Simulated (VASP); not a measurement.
# Sc4BP3 in VASP: a series of runs

Sc4BP3 is run at these levels: PBE; tasks: single point.

Program: VASP 6.6.1. These are calculated values, not measurements. Logs are shortened: lines on timing, memory, paths and dates and some standing lists are left out, and cuts for length are marked.

## 1. The cell of the first run

The typed cell holds 8 atoms: a = 5.277 Å, b = 3.884 Å, c = 6.758 Å, α = 90.00°, β = 89.81°, γ = 90.00°.

The cell was generated, and may not be a known phase.

## 2. Single point, PBE

Contents of INCAR:

```
SYSTEM = Sc4BP3
ALGO = Normal
EDIFF = 1E-7
ENCUT = 520
GGA = PE
ISIF = 2
ISMEAR = 0
LASPH = .True.
LCHARG = .False.
LREAL = .False.
LWAVE = .False.
NBANDS = 41
NELM = 100
PREC = Accurate
SIGMA = 0.2
```

Contents of KPOINTS:

```
k-points
0
Gamma
  3 5 3
  0 0 0
```

Contents of POSCAR:

```
Sc4BP3
1.0
    5.2764860898      0.0000000000      0.0124846256
    0.0000000000      3.8842615270      0.0000000000
    0.0061768417      0.0000000000      6.7582428916
Sc B P
4 1 3
Direct
    0.2573789387      0.0000000000      0.0715877783
    0.7426060159      0.0000000000      0.4283977950
    0.7308936754      0.5000000000      0.9048822914
    0.2691122617      0.5000000000      0.5951217903
    0.5000087052      0.0000000000      0.7500106820
   -0.0000334176      0.0000000000      0.7499976371
    0.5000152134      0.5000000000      0.2499920688
    0.0000176174      0.5000000000      0.2500090070
```

Potentials or basis: VASP PAW PBE potentials, release 64 (Sc_sv, B, P).

Run with:

```console
$ cat potpaw_PBE.64/Sc_sv/POTCAR potpaw_PBE.64/B/POTCAR potpaw_PBE.64/P/POTCAR > POTCAR
$ mpirun -np 1 vasp_std > vasp.out
```

OUTCAR:

```text
SYSTEM = Sc4BP3
   EDIFF = 1E-7
   ENCUT = 520
   GGA = PE
   ISIF = 2
   ISMEAR = 0
   LASPH = .True.
   LREAL = .False.
   NELM = 100
   PREC = Accurate

 ion  position               nearest neighbor table
   1  0.257  0.000  0.072-   5 2.52   6 2.57   7 2.62   7 2.62   8 2.66   8 2.66   3 3.36   3 3.36

   2  0.743  0.000  0.428-   5 2.52   6 2.57   7 2.62   7 2.62   8 2.66   8 2.66   4 3.36   4 3.36

   3  0.731  0.500  0.905-   5 2.52   5 2.52   6 2.62   6 2.62   7 2.63   8 2.73   4 3.22   1 3.36
                             1 3.36
   4  0.269  0.500  0.595-   5 2.52   5 2.52   6 2.62   6 2.62   7 2.63   8 2.73   3 3.22   2 3.36
                             2 3.36
   5  0.500  0.000  0.750-   1 2.52   2 2.52   3 2.52   3 2.52   4 2.52   4 2.52
   6  1.000  0.000  0.750-   2 2.57   1 2.57   3 2.62   3 2.62   4 2.62   4 2.62
   7  0.500  0.500  0.250-   2 2.62   2 2.62   1 2.62   1 2.62   3 2.63   4 2.63   8 2.64   8 2.64

   8  0.000  0.500  0.250-   7 2.64   7 2.64   1 2.66   1 2.66   2 2.66   2 2.66   4 2.73   3 2.73

  LATTYP: Found a simple monoclinic cell.
 ALAT       =     5.2765008596
 B/A-ratio  =     0.7361434463
 C/A-ratio  =     1.2808195988
 COS(beta)  =    -0.0032800481

  Lattice vectors:

 A1 = (   5.2764860898,   0.0000000000,   0.0124846256)
 A2 = (   0.0000000000,  -3.8842615270,   0.0000000000)
 A3 = (  -0.0061768417,   0.0000000000,  -6.7582428916)

Analysis of symmetry for initial positions (statically):
=====================================================================
 Subroutine PRICEL returns:
 Original cell was already a primitive cell.

 Routine SETGRP: Setting up the symmetry group for a
 simple monoclinic supercell.

 Subroutine GETGRP returns: Found  2 space group operations
 (whereof  2 operations were pure point group operations)
 out of a pool of  4 trial point group operations.

The static configuration has the point symmetry C_1h.

Analysis of symmetry for dynamics (positions and initial velocities):
=====================================================================
 Subroutine PRICEL returns:
 Original cell was already a primitive cell.

 Routine SETGRP: Setting up the symmetry group for a
 simple monoclinic supercell.

 Subroutine GETGRP returns: Found  2 space group operations
 (whereof  2 operations were pure point group operations)
 out of a pool of  4 trial point group operations.

The dynamic configuration has the point symmetry C_1h.

 Subroutine INISYM returns: Found  2 space group operations
 (whereof  2 operations are pure point group operations),
 and found     1 'primitive' translations

----------------------------------------------------------------------------------------

                                     Primitive cell

  volume of cell :     138.5116

  direct lattice vectors                    reciprocal lattice vectors
     5.276486090  0.000000000  0.012484626     0.189520477  0.000000000 -0.000173216
     0.000000000  3.884261527  0.000000000     0.000000000  0.257449194  0.000000000
     0.006176842  0.000000000  6.758242892    -0.000350105  0.000000000  0.147967775

  length of vectors
     5.276500860  3.884261527  6.758245714     0.189520557  0.257449194  0.147968189

  position of ions in fractional coordinates (direct lattice)
     0.257378939  0.000000000  0.071587778
     0.742606016  0.000000000  0.428397795
     0.730893675  0.500000000  0.904882291
     0.269112262  0.500000000  0.595121790
     0.500008705  0.000000000  0.750010682
     0.999966582  0.000000000  0.749997637
     0.500015213  0.500000000  0.249992069
     0.000017617  0.500000000  0.250009007

  ion indices of the primitive-cell ions
   primitive index   ion index
                 1           1
                 2           2
                 3           3
                 4           4
                 5           5
                 6           6
                 7           7
                 8           8

----------------------------------------------------------------------------------------

 KPOINTS: k-points

Automatic generation of k-mesh.
 Grid dimensions read from file:
 generate k-points for:    3    5    3

 Generating k-lattice:

  Cartesian coordinates                     Fractional coordinates (reciprocal lattice)
     0.063173492  0.000000000 -0.000057739     0.333333333  0.000000000  0.000000000
     0.000000000  0.051489839  0.000000000     0.000000000  0.200000000  0.000000000
    -0.000116702  0.000000000  0.049322592     0.000000000  0.000000000  0.333333333

  Length of vectors
     0.063173519  0.051489839  0.049322730

  Shift w.r.t. Gamma in fractional coordinates (k-lattice)
     0.000000000  0.000000000  0.000000000

 Subroutine IBZKPT returns following result:
 ===========================================

 Found     15 irreducible k-points:

 Following reciprocal coordinates:
            Coordinates               Weight
  0.000000  0.000000  0.000000      1.000000
  0.333333  0.000000 -0.000000      2.000000
  0.000000  0.200000  0.000000      2.000000
  0.333333  0.200000 -0.000000      4.000000
  0.000000  0.400000  0.000000      2.000000
  0.333333  0.400000 -0.000000      4.000000
  0.000000  0.000000  0.333333      2.000000
  0.333333  0.000000  0.333333      2.000000
 -0.333333  0.000000  0.333333      2.000000
  0.000000  0.200000  0.333333      4.000000
  0.333333  0.200000  0.333333      4.000000
 -0.333333  0.200000  0.333333      4.000000
  0.000000  0.400000  0.333333      4.000000
  0.333333  0.400000  0.333333      4.000000
 -0.333333  0.400000  0.333333      4.000000
   k-points           NKPTS =     15   k-points in BZ     NKDIM =     15   number of bands    NBANDS=     41
   number of dos      NEDOS =    301   number of ions     NIONS =      8
   total plane-waves  NPLWV =  60000
   dimension x,y,z NGX =    40 NGY =   30 NGZ =   50
   dimension x,y,z NGXF=    80 NGYF=   60 NGZF=  100
   ions per type =               4   1   3
   NGX,Y,Z   is equivalent  to a cutoff of  12.60, 12.84, 12.30 a.u.
   NGXF,Y,Z  is equivalent  to a cutoff of  25.21, 25.68, 24.60 a.u.
 SYSTEM =  Sc4BP3
   PREC   = accura    normal or accurate (medium, high low for compatibility)
   ISTART =      0    job   : 0-new  1-cont  2-samecut
   ICHARG =      2    charge: 1-file 2-atom 10-const
   ISPIN  =      1    spin polarized calculation?
   LNONCOLLINEAR =      F non collinear calculations
   LSORBIT =      F    spin-orbit coupling
   LASPH  =      T    aspherical Exc in radial PAW
   ENCUT  =  520.0 eV  38.22 Ry    6.18 a.u.   9.81  7.22 12.57*2*pi/ulx,y,z
   NELM   =    100;   NELMIN=  2; NELMDL= -5     # of ELM steps
   EDIFF  = 0.1E-06   stopping-criterion for ELM
   LREAL  =      F    real-space projection
   EDIFFG = 0.1E-05   stopping-criterion for IOM
   NSW    =      0    number of steps for IOM
   IBRION =     -1    ionic relax: 0-MD 1-quasi-New 2-CG
   NFREE  =      0    steps in history (QN), initial steepest desc. (CG)
   ISIF   =      2    stress and relaxation
   ISYM   =      2    0-nonsym 1-usesym 2-fastsym
   POTIM  = 0.5000    time-step for ionic-motion
   TEBEG  =    0.0;   TEEND  =   0.0 temperature during run
   PSTRESS=    0.0 pullay stress
   NELECT =      62.0000    total number of electrons
   NUPDOWN=      -1.0000    fix difference up-down
   EMIN   =  10.00;   EMAX   =-10.00  energy-range for DOS
   EFERMI =   0.00;   METHOD = LEGACY
   ISMEAR =     0;   SIGMA  =   0.20  broadening in eV -4-tet -1-fermi 0-gaus
   EFERMI_NEDOS =   21; number of points for ismear=-14 and -15
   IALGO  =     38    algorithm
   IMIX   =      4    mixing-type and parameters
     AMIX     =   0.40;   BMIX     =  1.00
     AMIX_MAG =   1.60;   BMIX_MAG =  1.00
  volume/ion in A,a.u.               =      17.31       116.84
  Fermi-wavevector in a.u.,A,eV,Ry     =   1.252305  2.366513 21.337570  1.568267
  Thomas-Fermi vector in A             =   2.386211
   LORBIT       =      0    0 simple, 1 ext, 2 COOP (PROOUT), +10 PAW based schemes
   GGA     = PE    functional components
   LHFCALC =     F    Hartree Fock is set to
   AEXX    =    0.0000 exact exchange contribution
   IVDW    =     0    specifies the selected vdW correction
   LEPSILON=     F    determine dielectric tensor
   LRPA    =     F    only Hartree local field effects (RPA)
 non-spin polarized calculation
 Gauss-broadening in eV      SIGMA  =   0.20
  energy-cutoff  :      520.00
  volume of cell :      138.51
 maximum number of plane-waves:      3743
   NGX = 19   NGY = 15   NGZ = 25

 number of electron      61.9999990 magnetization

 Free energy of the ion-electron system (eV)
  ---------------------------------------------------
  ext. energy  EPLUGINS =         0.00000000
  ---------------------------------------------------
  free energy    TOTEN  =       -56.12729965 eV

  energy without entropy =      -56.04571374  energy(sigma->0) =      -56.08650669

 E-fermi :   5.7688     XC(G=0): -10.6602

 val. band max:        5.7380501158   @ k =   0.0000   0.2000   0.3333
 cond. band min:       5.8052279724   @ k =   0.0000   0.2000   0.0000
 fundamental gap:      0.0671778567
 Fermi energy:         5.7688483601

 k-point     1 :       0.0000    0.0000    0.0000
  band No.  band energies     occupation
      1     -43.3486      2.00000
      2     -43.3392      2.00000
      3     -43.2822      2.00000
      4     -43.2680      2.00000
      5     -22.1299      2.00000
      6     -22.0676      2.00000
[... 33 lines left out ...]
     40       8.5510      0.00000
     41       8.7830      0.00000

 k-point     2 :       0.3333    0.0000   -0.0000
  band No.  band energies     occupation
      1     -43.3452      2.00000
      2     -43.3402      2.00000
      3     -43.2809      2.00000
      4     -43.2717      2.00000
      5     -22.1254      2.00000
      6     -22.0746      2.00000
[... 561 lines left out ...]
     40       8.5680      0.00000
     41       8.6659      0.00000

 k-point    15 :      -0.3333    0.4000    0.3333
  band No.  band energies     occupation
      1     -43.3416      2.00000
      2     -43.3378      2.00000
      3     -43.2799      2.00000
      4     -43.2697      2.00000
      5     -22.1379      2.00000
      6     -22.1111      2.00000
[... 33 lines left out ...]
     40       8.6317      0.00000
     41       8.7945      0.00000

------------------------ aborting loop because EDIFF is reached ----------------------------------------

  FORCE on cell =-STRESS in cart. coord.  units (eV):
  Direction    XX          YY          ZZ          XY          YZ          ZX
  --------------------------------------------------------------------------------------
  -------------------------------------------------------------------------------------
  Total       -0.0454925      0.6230109      0.5153387      0.0000000      0.0000000     -0.0947358
  in kB       -0.5262165      7.2064290      5.9609734      0.0000000      0.0000000     -1.0958186
  external PRESSURE =       4.2137286 kB  Pullay stress =       0.0000000 kB

 VOLUME and BASIS-vectors are now :
 -----------------------------------------------------------------------------
  energy-cutoff  :      520.00
  volume of cell :      138.51
      direct lattice vectors                 reciprocal lattice vectors
     5.276486090  0.000000000  0.012484626     0.189520477  0.000000000 -0.000173216
     0.000000000  3.884261527  0.000000000     0.000000000  0.257449194  0.000000000
     0.006176842  0.000000000  6.758242892    -0.000350105  0.000000000  0.147967775

 POSITION                                       TOTAL-FORCE (eV/Angst)
 -----------------------------------------------------------------------------------
      1.35850      0.00000      0.48702        -0.024695      0.000000     -0.023103
      3.92100      0.00000      2.90449         0.025493      0.000000      0.023383
      3.86214      1.94213      6.12454         0.005324      0.000000     -0.015820
      1.42364      1.94213      4.02534        -0.005770      0.000000      0.016336
      2.64292      0.00000      5.07500         0.000590      0.000000     -0.000704
      5.28094      0.00000      5.08115         0.000324      0.000000     -0.000113
      2.63987      1.94213      1.69575        -0.000917      0.000000      0.000493
      0.00164      1.94213      1.68962        -0.000350      0.000000     -0.000473
 -----------------------------------------------------------------------------------
    total drift:                                0.000054     -0.000000      0.000009

  FREE ENERGIE OF THE ION-ELECTRON SYSTEM (eV)
  ---------------------------------------------------
  free  energy   TOTEN  =       -56.1272996474 eV

  energy  without entropy=      -56.0457137411  energy(sigma->0) =      -56.08650669
```

It took 54 s on 1 thread of AMD EPYC 9R45 (Zen 5), shared host; peak memory 0.23 GiB.

What came out:

| Property | Result |
| --- | --- |
| Free energy | -56.1273 eV |
| Pressure | 0.4 GPa |
| Largest force | 0.035 eV/Å |
| Band gap on the k mesh | zero (bands 31 and 32 overlap by 0.39 eV) |

Forces on the atoms (eV/Å):
```
Sc  -0.025  0.000 -0.023
Sc   0.025  0.000  0.023
Sc   0.005  0.000 -0.016
Sc  -0.006  0.000  0.016
B    0.001  0.000 -0.001
P    0.000  0.000  0.000
P   -0.001  0.000  0.000
P    0.000  0.000  0.000
```

Caveat: the k points lie up to 0.40 Å⁻¹ apart.

## 3. Single point, PBE

This run uses another cell than the first one, of 17.46 Å³/atom.

Contents of INCAR:

```
  PREC = Accurate
  ENCUT = 520
  EDIFF = 1E-7
  ISMEAR = 0
  SIGMA = 0.2
  LREAL = False
  LASPH = True
  NELM = 80
  ALGO = Normal
  ISIF = 2
  LWAVE = False
  LCHARG = True
  GGA = PE
  LELF = True
  LVHAR = True
  NBANDS = 41
```

Contents of KPOINTS:

```
Automatic mesh
0
Gamma
  6 4 4
```

Contents of POSCAR:

```
Sc4BP3
1.0
    0.0000000000     -3.8555339783      0.0000000000
   -5.4042296203      0.0000000000      0.0024024387
    0.0257810526      0.0000000000     -6.7056132875
Sc B P
4 1 3
Direct
    1.0000000000      0.7425999832      0.3198440183
    0.0000000000      0.2574000168      0.6801559817
    0.5000000000      0.2697202732      0.1534025851
    0.5000000000      0.7302797268      0.8465974149
    1.0000000000      0.5000000000      1.0000000000
    1.0000000000      1.0000000000      0.0000000000
    0.5000000000      0.5000000000      0.5000000000
    0.5000000000      1.0000000000      0.5000000000
```

Potentials or basis: VASP PAW PBE potentials, release 64 (Sc_sv, B, P).

Run with:

```console
$ cat potpaw_PBE.64/Sc_sv/POTCAR potpaw_PBE.64/B/POTCAR potpaw_PBE.64/P/POTCAR > POTCAR
$ mpirun -np 1 vasp_std > vasp.out
```

OUTCAR:

```text
PREC = Accurate
   ENCUT = 520
   EDIFF = 1E-7
   ISMEAR = 0
   LREAL = False
   LASPH = True
   NELM = 80
   ISIF = 2
   GGA = PE

 ion  position               nearest neighbor table
   1  0.000  0.743  0.320-   5 2.51   6 2.56   7 2.63   7 2.63   8 2.66   8 2.66   3 3.39   3 3.39

   2  0.000  0.257  0.680-   5 2.51   6 2.56   7 2.63   7 2.63   8 2.66   8 2.66   4 3.39   4 3.39

[... 1280 lines left out ...]
  Total       -0.6377557      0.3173906      0.3745398      0.0000000      0.0000000     -0.0282350
  in kB       -7.3132238      3.6395573      4.2948943      0.0000000      0.0000000     -0.3237740
  external PRESSURE =       0.2070759 kB  Pullay stress =       0.0000000 kB

 VOLUME and BASIS-vectors are now :
 -----------------------------------------------------------------------------
  energy-cutoff  :      520.00
  volume of cell :      139.72
      direct lattice vectors                 reciprocal lattice vectors
     0.000000000 -3.855533978  0.000000000     0.000000000 -0.259367446  0.000000000
    -5.404229620  0.000000000  0.002402439    -0.185040566  0.000000000 -0.000711425
     0.025781053  0.000000000 -6.705613288    -0.000066295  0.000000000 -0.149129046

 POSITION                                       TOTAL-FORCE (eV/Angst)
 -----------------------------------------------------------------------------------
     -4.00493      0.00000     -2.14297         0.002595      0.000000      0.255268
     -1.37351      0.00000     -4.56024        -0.002595     -0.000000     -0.255268
     -1.45368     -1.92777     -1.02801         0.034025     -0.000000      0.205983
     -3.92477     -1.92777     -5.67520        -0.034025     -0.000000     -0.205983
     -2.70211      0.00000      0.00120         0.000000     -0.000000      0.000000
      0.00000      0.00000      0.00000         0.000000     -0.000000      0.000000
     -2.68922     -1.92777     -3.35161         0.000000     -0.000000      0.000000
      0.01289     -1.92777     -3.35281         0.000000     -0.000000      0.000000
 -----------------------------------------------------------------------------------
    total drift:                               -0.000000     -0.000000     -0.000000

  FREE ENERGIE OF THE ION-ELECTRON SYSTEM (eV)
  ---------------------------------------------------
  free  energy   TOTEN  =       -56.2998601461 eV

  energy  without entropy=      -56.2439250719  energy(sigma->0) =      -56.27189261
```

It took 2.3 min on 1 thread of AMD EPYC 9R45 (Zen 5), shared host; peak memory 0.31 GiB.

What came out:

```yaml
Free_energy: -56.2999 eV
Pressure: 0.0 GPa
Largest_force: 0.255 eV/Å
Band_gap_on_the_k_mesh: zero (bands 31 and 32 overlap by 0.96 eV)
```

Forces on the atoms (eV/Å):
```
Sc   0.003  0.000  0.255
Sc  -0.003  0.000 -0.255
Sc   0.034  0.000  0.206
Sc  -0.034  0.000 -0.206
B    0.000  0.000  0.000
P    0.000  0.000  0.000
P    0.000  0.000  0.000
P    0.000  0.000  0.000
```

The gap in the log of VASP goes by the Fermi energy; the results here count the filled bands.